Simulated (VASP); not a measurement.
**As: density of states with PBE**

Crystal: As.

```xyz
1
Lattice="0.0000 2.1301 2.1301 2.1301 0.0000 2.1301 2.1301 2.1301 0.0000" Properties=species:S:1:pos:R:3 pbc="T T T"
As    0.0000    0.0000    0.0000
```

* Program: VASP 6.6.1
* Task: density of states
* Functional: PBE
* Potentials or basis: VASP PAW PBE potentials, release 64 (As)
* Cutoff: 520 eV
* k mesh: 15 × 15 × 15
* Occupations: fermi-dirac, width 0.05 eV
* Spin: no spin polarisation
* Dipole correction: no
* k mesh for the DOS: 23 × 23 × 23
* Occupations for the DOS: tetrahedron
* Further INCAR settings: ALGO = Normal; EDIFF = 1e-07

```json
{"Valence electrons inside the program's atomic spheres": "As 2.60"}
```

Levels at points of the mesh, in eV from the Fermi level:
```csv
k point,band 1,band 2,band 3,band 4,band 5
"(0.00, 0.00, 0.00)",-15.05,5.60,5.60,5.60,12.26
```

Run time: 17 s on 1 thread of Intel(R) Xeon(R) Platinum 8488C (Sapphire Rapids) (shared host), peak memory 0.17 GiB.
